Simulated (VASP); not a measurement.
A run of VASP 6.6.1 is set up as follows.

The input INCAR:

```
SYSTEM = MgS
PREC = Accurate
ENCUT = 520
EDIFF = 1E-6
ISMEAR = 0
SIGMA = 0.01
LREAL = .False.
LASPH = .True.
NELM = 100
ALGO = Normal
ISIF = 2
LWAVE = .False.
LCHARG = .False.
GGA = PE
IVDW = 13
NBANDS = 11
```

KPOINTS

```
regular mesh
0
Gamma
  7 7 7
  0 0 0
```

The input POSCAR:

```
MgS
1.0
    0.0000000000      2.6016500000      2.6016500000
    2.6016500000      0.0000000000      2.6016500000
    2.6016500000      2.6016500000      0.0000000000
Mg S
1 1
Direct
    0.0000000000      0.0000000000      0.0000000000
    0.5000000000      0.5000000000      0.5000000000
```

Potentials or basis: VASP PAW PBE potentials, release 64 (Mg, S).

Run with:

```bash
$ cat potpaw_PBE.64/Mg/POTCAR potpaw_PBE.64/S/POTCAR > POTCAR
$ mpirun -np 1 vasp_std > vasp.out
```

**Question.** What does it give for the dispersion energy per atom?

**Answer.** -0.290 eV.

**Question.** What does it give for the band gap on the k mesh?

**Answer.** 2.99 eV, indirect (least direct gap 3.71 eV).

**Question.** Predict the pressure.

**Answer.** -1.7 GPa.

A k mesh can miss the band edges. A hybrid or GW would open this gap; PBE tends to underestimate it.
